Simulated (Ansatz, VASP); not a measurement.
# One calculation of Cu, two programs

```
CELL_PARAMETERS angstrom
4.12846 0.00000 0.00000
-2.06423 3.57535 0.00000
0.00000 0.00000 2.47399
ATOMIC_POSITIONS crystal
Cu 0.00000 0.00000 0.00000
Cu 0.33333 0.66667 0.50000
Cu 0.66667 0.33333 0.50000
```

Alike in both runs: functional PBE; k mesh 12 × 12 × 18; occupations gaussian, width 0.1 eV; no spin polarisation.

Ansatz relaxed the structure, and its values are those at the end. VASP's run is a single point on that final structure, the one shown.

```csv
,VASP,Ansatz
version,VASP 6.6.1,Ansatz 0.2.0
potentials or method,"VASP PAW PBE potentials, release 64 (Cu), cutoff 600 eV","scalar-relativistic, plane waves, PAW"
valence electrons in the cell,33,57
```

VASP gave:

* gap on the k mesh at the Fermi level (eV): none
* pressure (GPa): 0.7

Which values does Ansatz return?

gap on the k mesh at the Fermi level (eV): none; pressure (GPa): 0.0.

A gap of «none» marks a metal or a gap that the smearing closes. With one functional, cell and mesh, what is left measures potentials, basis and numerics. VASP's potentials hold 33 valence electrons a cell and Ansatz's 57, so a difference there can come from the potentials and not from the codes.
